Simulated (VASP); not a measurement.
Crystal: CdS.

```
CELL_PARAMETERS angstrom
3.41602 0.00000 0.00000
0.00000 3.41602 0.00000
0.00000 0.00000 4.47743
ATOMIC_POSITIONS crystal
Cd 0.50000 0.50000 0.50000
S 0.00000 0.00000 0.00000
```

```yaml
Program: VASP 6.6.1
Task: relaxation of cell and atoms
Functional: PBE
Potentials_or_basis: VASP PAW PBE potentials, release 64 (Cd, S)
Cutoff: 600 eV
k_mesh: 6 × 6 × 4
Occupations: gaussian, width 0.1 eV
Spin: no spin polarisation
```

At the start: pressure -8.7 GPa; volume 26.12 Å³/atom.

Task: How do energy, volume and symmetry change on relaxing?

Result: Over 8 steps the energy falls by 425.5 meV/atom and the volume is 19.95 Å³/atom (-23.6 %); space group P4/mmm (No. 123, to 0.1 Å) before, Pm-3m (No. 221, to 0.1 Å).

Step by step:
```
step  energy change (eV)  largest force (eV/Å)  pressure (GPa)  volume (Å³)
   1              0.0000                0.0000           -8.66        52.25
   2             -0.5961                0.0000           -2.79        42.19
   3             -0.6770                0.0000            2.09        39.04
   4             -0.6795                0.0000            3.19        38.50
   5             -0.8255                0.0000            3.19        38.28
   6             -0.8329                0.0000            3.46        38.17
   7             -0.8466                0.0000           -1.49        40.82
   8             -0.8509                0.0000            0.00        39.91
```

Final structure:
```yaml
crystal:
  lattice:
    - [3.39188, 0.00000, 0.00000]
    - [0.00000, 3.39188, 0.00000]
    - [0.00000, 0.00000, 3.46891]
  atoms:
    - { symbol: Cd, position: [0.50000, 0.50000, 0.50000] }
    - { symbol: S, position: [0.00000, 0.00000, 0.00000] }
```

Caveat: the volume moved by over 15 % at a fixed basis, so the end points are rough.
